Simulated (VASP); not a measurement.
Crystal: BaTiO3.

```
CELL_PARAMETERS angstrom
3.99980 0.00000 0.00000
0.00000 3.99980 0.00000
0.00000 0.00000 4.01800
ATOMIC_POSITIONS crystal
Ba 0.00000 0.00000 0.00000
Ti 0.50000 0.50000 0.49000
O 0.50000 0.50000 0.01900
O 0.50000 0.00000 0.51700
O 0.00000 0.50000 0.51700
```

Base run:

| Item | Value |
| --- | --- |
| Program | VASP 6.6.1 |
| Functional | PBE |
| Potentials or basis | VASP PAW PBE potentials, release 64 (Ba_sv, Ti_sv, O) |
| Cutoff | 520 eV |
| k mesh | 6 × 6 × 6 |
| Occupations | gaussian, width 0.01 eV |
| Spin | no spin polarisation |
| Hubbard terms | Ti d U = 6.0 eV |

Its results: band gap on the k mesh 2.52 eV (least direct gap 2.84 eV); pressure 9.1 GPa; largest force 0.768 eV/Å.

Problem. The run is repeated on the same cell with these changes: hubbard terms from Ti d U = 6.0 eV to Ti d U = 2.0 eV. What comes out?

Solution. Band gap on the k mesh 2.00 eV (least direct gap 2.30 eV); pressure 5.8 GPa; largest force 0.174 eV/Å.

Caveats: the cell stands under pressure; spin-orbit coupling is left out, which moves the levels of the heavy elements.

A k mesh can miss the band edges.
